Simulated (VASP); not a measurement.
# K4Ru (Pm-3m) in VASP: further runs

Runs on K4Ru. Level: PBE. Tasks: single point, relaxation of cell and atoms.

All numbers are computed with VASP 6.6.1; they aren't measurements. Logs are shortened: lines on timing, memory, paths and dates and some standing lists are left out, and cuts for length are marked.

### Step 1. The cell of the first run

The structure is cubic, space group Pm-3m (No. 221). Conventional cell: a = 6.262 Å, b = 6.262 Å, c = 6.262 Å, α = 90.00°, β = 90.00°, γ = 90.00°. Within 4.1 Å of K (site symmetry 4/mmm) lie 2 Ru at 3.13 Å. Within 5.8 Å of K (site symmetry m-3m) lie 12 K at 4.43 Å and 8 Ru at 5.42 Å. Ru (site symmetry m-3m) has 6 K at 3.13 Å within 4.1 Å.

### Step 2. Single point, PBE

The input, INCAR:

```
SYSTEM = K4Ru
PREC = Accurate
ENCUT = 520
EDIFF = 1E-6
ISMEAR = 0
SIGMA = 0.1
LREAL = .FALSE.
LASPH = .TRUE.
NELM = 100
ALGO = Normal
ISIF = 2
LWAVE = .FALSE.
LCHARG = .TRUE.
GGA = PE
LELF = .TRUE.
LVHAR = .TRUE.
NBANDS = 33
```

The input, KPOINTS:

```
Automatic mesh
0
G
  4 4 4
  0 0 0
```

The input, POSCAR:

```
K4Ru
1.0
    6.2624729552      0.0000000000      0.0000000000
    0.0000000000      6.2624729552      0.0000000000
    0.0000000000      0.0000000000      6.2624729552
K Ru
4 1
Direct
    0.5000000000      0.0000000000      0.0000000000
    0.0000000000      0.5000000000      0.0000000000
    0.0000000000      0.0000000000      0.5000000000
    0.5000000000      0.5000000000      0.5000000000
    0.0000000000      0.0000000000      0.0000000000
```

Potentials or basis: VASP PAW PBE potentials, release 64 (K_sv, Ru_pv).

Started as:

```console
> cat potpaw_PBE.64/K_sv/POTCAR potpaw_PBE.64/Ru_pv/POTCAR > POTCAR
> mpirun -np 1 vasp_std > vasp.out
```

OUTCAR:

```text
SYSTEM = K4Ru
   PREC = Accurate
   ENCUT = 520
   EDIFF = 1E-6
   ISMEAR = 0
   LREAL = .FALSE.
   LASPH = .TRUE.
   NELM = 100
   ISIF = 2
   GGA = PE

 ion  position               nearest neighbor table
   1  0.500  0.000  0.000-   5 3.13   5 3.13
   2  0.000  0.500  0.000-   5 3.13   5 3.13
   3  0.000  0.000  0.500-   5 3.13   5 3.13
   4  0.500  0.500  0.500-
   5  0.000  0.000  0.000-   1 3.13   2 3.13   3 3.13   3 3.13   2 3.13   1 3.13

  LATTYP: Found a simple cubic cell.
 ALAT       =     6.2624729552

  Lattice vectors:

 A1 = (   6.2624729552,   0.0000000000,   0.0000000000)
 A2 = (   0.0000000000,   6.2624729552,   0.0000000000)
 A3 = (   0.0000000000,   0.0000000000,   6.2624729552)

Analysis of symmetry for initial positions (statically):
=====================================================================
 Subroutine PRICEL returns:
 Original cell was already a primitive cell.

 Routine SETGRP: Setting up the symmetry group for a
 simple cubic supercell.

 Subroutine GETGRP returns: Found 48 space group operations
 (whereof 48 operations were pure point group operations)
 out of a pool of 48 trial point group operations.

The static configuration has the point symmetry O_h .

Analysis of symmetry for dynamics (positions and initial velocities):
=====================================================================
 Subroutine PRICEL returns:
 Original cell was already a primitive cell.

 Routine SETGRP: Setting up the symmetry group for a
 simple cubic supercell.

 Subroutine GETGRP returns: Found 48 space group operations
 (whereof 48 operations were pure point group operations)
 out of a pool of 48 trial point group operations.

The dynamic configuration has the point symmetry O_h .

 Subroutine INISYM returns: Found 48 space group operations
 (whereof 48 operations are pure point group operations),
 and found     1 'primitive' translations

----------------------------------------------------------------------------------------

                                     Primitive cell

  volume of cell :     245.6052

  direct lattice vectors                    reciprocal lattice vectors
     6.262472955  0.000000000  0.000000000     0.159681328  0.000000000  0.000000000
     0.000000000  6.262472955  0.000000000     0.000000000  0.159681328  0.000000000
     0.000000000  0.000000000  6.262472955     0.000000000  0.000000000  0.159681328

  length of vectors
     6.262472955  6.262472955  6.262472955     0.159681328  0.159681328  0.159681328

  position of ions in fractional coordinates (direct lattice)
     0.500000000  0.000000000  0.000000000
     0.000000000  0.500000000  0.000000000
     0.000000000  0.000000000  0.500000000
     0.500000000  0.500000000  0.500000000
     0.000000000  0.000000000  0.000000000

  ion indices of the primitive-cell ions
   primitive index   ion index
                 1           1
                 2           2
                 3           3
                 4           4
                 5           5

----------------------------------------------------------------------------------------

 KPOINTS: Automatic mesh

Automatic generation of k-mesh.
 Grid dimensions read from file:
 generate k-points for:    4    4    4

 Generating k-lattice:

  Cartesian coordinates                     Fractional coordinates (reciprocal lattice)
     0.039920332  0.000000000  0.000000000     0.250000000  0.000000000  0.000000000
     0.000000000  0.039920332  0.000000000     0.000000000  0.250000000  0.000000000
     0.000000000  0.000000000  0.039920332     0.000000000  0.000000000  0.250000000

  Length of vectors
     0.039920332  0.039920332  0.039920332

  Shift w.r.t. Gamma in fractional coordinates (k-lattice)
     0.000000000  0.000000000  0.000000000

 Subroutine IBZKPT returns following result:
 ===========================================

 Found     10 irreducible k-points:

 Following reciprocal coordinates:
            Coordinates               Weight
  0.000000  0.000000  0.000000      1.000000
  0.250000  0.000000  0.000000      6.000000
  0.500000  0.000000  0.000000      3.000000
  0.250000  0.250000  0.000000     12.000000
  0.500000  0.250000  0.000000     12.000000
  0.500000  0.500000  0.000000      3.000000
  0.250000  0.250000  0.250000      8.000000
  0.500000  0.250000  0.250000     12.000000
  0.500000  0.500000  0.250000      6.000000
  0.500000  0.500000  0.500000      1.000000
   k-points           NKPTS =     10   k-points in BZ     NKDIM =     10   number of bands    NBANDS=     33
   number of dos      NEDOS =    301   number of ions     NIONS =      5
   total plane-waves  NPLWV = 110592
   dimension x,y,z NGX =    48 NGY =   48 NGZ =   48
   dimension x,y,z NGXF=    96 NGYF=   96 NGZF=   96
   ions per type =               4   1
   NGX,Y,Z   is equivalent  to a cutoff of  12.74, 12.74, 12.74 a.u.
   NGXF,Y,Z  is equivalent  to a cutoff of  25.48, 25.48, 25.48 a.u.
 SYSTEM =  K4Ru
   PREC   = accura    normal or accurate (medium, high low for compatibility)
   ISTART =      0    job   : 0-new  1-cont  2-samecut
   ICHARG =      2    charge: 1-file 2-atom 10-const
   ISPIN  =      1    spin polarized calculation?
   LNONCOLLINEAR =      F non collinear calculations
   LSORBIT =      F    spin-orbit coupling
   LASPH  =      T    aspherical Exc in radial PAW
   ENCUT  =  520.0 eV  38.22 Ry    6.18 a.u.  11.64 11.64 11.64*2*pi/ulx,y,z
   NELM   =    100;   NELMIN=  2; NELMDL= -5     # of ELM steps
   EDIFF  = 0.1E-05   stopping-criterion for ELM
   LREAL  =      F    real-space projection
   EDIFFG = 0.1E-04   stopping-criterion for IOM
   NSW    =      0    number of steps for IOM
   IBRION =     -1    ionic relax: 0-MD 1-quasi-New 2-CG
   NFREE  =      0    steps in history (QN), initial steepest desc. (CG)
   ISIF   =      2    stress and relaxation
   ISYM   =      2    0-nonsym 1-usesym 2-fastsym
   POTIM  = 0.5000    time-step for ionic-motion
   TEBEG  =    0.0;   TEEND  =   0.0 temperature during run
   PSTRESS=    0.0 pullay stress
   NELECT =      50.0000    total number of electrons
   NUPDOWN=      -1.0000    fix difference up-down
   EMIN   =  10.00;   EMAX   =-10.00  energy-range for DOS
   EFERMI =   0.00;   METHOD = LEGACY
   ISMEAR =     0;   SIGMA  =   0.10  broadening in eV -4-tet -1-fermi 0-gaus
   EFERMI_NEDOS =   21; number of points for ismear=-14 and -15
   IALGO  =     38    algorithm
   IMIX   =      4    mixing-type and parameters
     AMIX     =   0.40;   BMIX     =  1.00
     AMIX_MAG =   1.60;   BMIX_MAG =  1.00
  volume/ion in A,a.u.               =      49.12       331.49
  Fermi-wavevector in a.u.,A,eV,Ry     =   0.963058  1.819915 12.619133  0.927480
  Thomas-Fermi vector in A             =   2.092570
   LORBIT       =      0    0 simple, 1 ext, 2 COOP (PROOUT), +10 PAW based schemes
   GGA     = PE    functional components
   LHFCALC =     F    Hartree Fock is set to
   AEXX    =    0.0000 exact exchange contribution
   IVDW    =     0    specifies the selected vdW correction
   LEPSILON=     F    determine dielectric tensor
   LRPA    =     F    only Hartree local field effects (RPA)
 non-spin polarized calculation
 Gauss-broadening in eV      SIGMA  =   0.10
  energy-cutoff  :      520.00
  volume of cell :      245.61
 maximum number of plane-waves:      6704
 NGX is ok and might be reduce to    48
   NGX = 23   NGY = 23   NGZ = 23

 number of electron      49.9999987 magnetization

 Free energy of the ion-electron system (eV)
  ---------------------------------------------------
  ext. energy  EPLUGINS =         0.00000000
  ---------------------------------------------------
  free energy    TOTEN  =        -8.83729938 eV

  energy without entropy =       -8.78841931  energy(sigma->0) =       -8.81285935

 E-fermi :   0.6080     XC(G=0):  -6.6591

 val. band max:        0.5770744682   @ k =   0.5000   0.5000   0.0000
 cond. band min:       0.6101174846   @ k =   0.5000   0.0000   0.0000
 fundamental gap:      0.0330430165
 Fermi energy:         0.6079829828

 k-point     1 :       0.0000    0.0000    0.0000
  band No.  band energies     occupation
      1     -40.1504      2.00000
      2     -40.1504      2.00000
      3     -40.1504      2.00000
      4     -31.7643      2.00000
      5     -30.3648      2.00000
      6     -30.3554      2.00000
[... 25 lines left out ...]
     32       3.8622      0.00000
     33       3.8622      0.00000

 k-point     2 :       0.2500    0.0000    0.0000
  band No.  band energies     occupation
      1     -40.1504      2.00000
      2     -40.1504      2.00000
      3     -40.1504      2.00000
      4     -31.7643      2.00000
      5     -30.3635      2.00000
      6     -30.3563      2.00000
[... 25 lines left out ...]
     32       3.6503      0.00000
     33       3.6503      0.00000

 k-point     3 :       0.5000    0.0000    0.0000
  band No.  band energies     occupation
      1     -40.1505      2.00000
      2     -40.1504      2.00000
      3     -40.1504      2.00000
      4     -31.7643      2.00000
      5     -30.3617      2.00000
      6     -30.3576      2.00000
[... 25 lines left out ...]
     32       3.4156      0.00000
     33       3.9146      0.00000

 k-point     4 :       0.2500    0.2500    0.0000
  band No.  band energies     occupation
      1     -40.1504      2.00000
      2     -40.1504      2.00000
      3     -40.1504      2.00000
      4     -31.7643      2.00000
      5     -30.3623      2.00000
      6     -30.3565      2.00000
[... 169 lines left out ...]
     32       3.3531      0.00000
     33       3.8079      0.00000

 k-point     9 :       0.5000    0.5000    0.2500
  band No.  band energies     occupation
      1     -40.1505      2.00000
      2     -40.1505      2.00000
      3     -40.1504      2.00000
      4     -31.7643      2.00000
      5     -30.3580      2.00000
      6     -30.3575      2.00000
[... 25 lines left out ...]
     32       2.7078      0.00000
     33       4.3645      0.00000

 k-point    10 :       0.5000    0.5000    0.5000
  band No.  band energies     occupation
      1     -40.1505      2.00000
      2     -40.1505      2.00000
      3     -40.1505      2.00000
      4     -31.7642      2.00000
      5     -30.3575      2.00000
      6     -30.3575      2.00000
[... 25 lines left out ...]
     32       2.0903      0.00000
     33       4.7960      0.00000

------------------------ aborting loop because EDIFF is reached ----------------------------------------

  FORCE on cell =-STRESS in cart. coord.  units (eV):
  Direction    XX          YY          ZZ          XY          YZ          ZX
  --------------------------------------------------------------------------------------
  -------------------------------------------------------------------------------------
  Total        0.2978807      0.2978807      0.2978807     -0.0000000     -0.0000000      0.0000000
  in kB        1.9431907      1.9431907      1.9431907     -0.0000000     -0.0000000      0.0000000
  external PRESSURE =       1.9431907 kB  Pullay stress =       0.0000000 kB

 VOLUME and BASIS-vectors are now :
 -----------------------------------------------------------------------------
  energy-cutoff  :      520.00
  volume of cell :      245.61
      direct lattice vectors                 reciprocal lattice vectors
     6.262472955  0.000000000  0.000000000     0.159681328  0.000000000  0.000000000
     0.000000000  6.262472955  0.000000000     0.000000000  0.159681328  0.000000000
     0.000000000  0.000000000  6.262472955     0.000000000  0.000000000  0.159681328

 POSITION                                       TOTAL-FORCE (eV/Angst)
 -----------------------------------------------------------------------------------
      3.13124      0.00000      0.00000         0.000000      0.000000      0.000000
      0.00000      3.13124      0.00000         0.000000      0.000000      0.000000
      0.00000      0.00000      3.13124         0.000000      0.000000      0.000000
      3.13124      3.13124      3.13124         0.000000      0.000000      0.000000
      0.00000      0.00000      0.00000         0.000000      0.000000      0.000000
 -----------------------------------------------------------------------------------
    total drift:                                0.000000     -0.000000      0.000000

  FREE ENERGIE OF THE ION-ELECTRON SYSTEM (eV)
  ---------------------------------------------------
  free  energy   TOTEN  =        -8.8372993845 eV

  energy  without entropy=       -8.7884193066  energy(sigma->0) =       -8.81285935
```

Wall time 60 s (1 thread of AMD EPYC 9R45 (Zen 5), shared host); peak memory 0.31 GiB.

Results:

```
Free energy            : -8.8373 eV
Pressure               : 0.2 GPa
Band gap on the k mesh : zero (band 25 reaches 0.67 eV, above the bottom of band 26 at 0.61 eV)
```

[end of part 1 of 2]
